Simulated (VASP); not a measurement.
Input of a VASP 6.6.1 run:

INCAR

```
ALGO     = Normal         # electronic algorithm
EDIFF    = 1E-6           # SCF threshold, eV
ENCUT    = 520            # plane-wave cutoff, eV
GGA      = PE             # functional
ISIF     = 2              # what is computed and relaxed
ISMEAR   = 0              # smearing method
LASPH    = T              # aspherical terms in the spheres
LCHARG   = F              # write CHGCAR
LREAL    = Auto         
LWAVE    = F              # write WAVECAR
NBANDS   = 58             # bands
NELM     = 80             # most SCF steps
PREC     = Accurate       # precision mode
SIGMA    = 0.1            # smearing width, eV
```

File KPOINTS:

```
k-points
0
Gamma
  4 2 6
```

Contents of POSCAR:

```
Li5Cl4
1.0
    5.8934019200      0.0000000000      0.0000000000
    0.0000000000     12.1459146200      0.0000000000
    0.0000000000      0.0000000000      3.4821875500
Li Cl
10 8
Direct
    0.8148029400      0.6665878300      0.0000000000
    0.3148029400      0.8334121700      0.0000000000
    0.8155520400      0.9108229500      0.5000000000
    0.3155520400      0.5891770500      0.5000000000
    0.1851970600      0.3334121700      0.0000000000
    0.6851970600      0.1665878300      0.0000000000
    0.1844479600      0.0891770500      0.5000000000
    0.6844479600      0.4108229500      0.5000000000
    0.0000000000      0.0000000000      0.0000000000
    0.5000000000      0.5000000000      0.0000000000
    0.6851970600      0.8334121700      0.0000000000
    0.1851970600      0.6665878300      0.0000000000
    0.6844479600      0.5891770500      0.5000000000
    0.1844479600      0.9108229500      0.5000000000
    0.3148029400      0.1665878300      0.0000000000
    0.8148029400      0.3334121700      0.0000000000
    0.3155520400      0.4108229500      0.5000000000
    0.8155520400      0.0891770500      0.5000000000
```

Potentials or basis: VASP PAW PBE potentials, release 64 (Li_sv, Cl).

Launch:

```sh
$ cat potpaw_PBE.64/Li_sv/POTCAR potpaw_PBE.64/Cl/POTCAR > POTCAR
$ mpirun -np 1 vasp_std > vasp.out
```

(1) Predict the largest force.

(2) Predict the band gap on the k mesh.

## Answers

(1) 0.798 eV/Å.

(2) zero (bands 43 and 44 overlap by 0.89 eV).
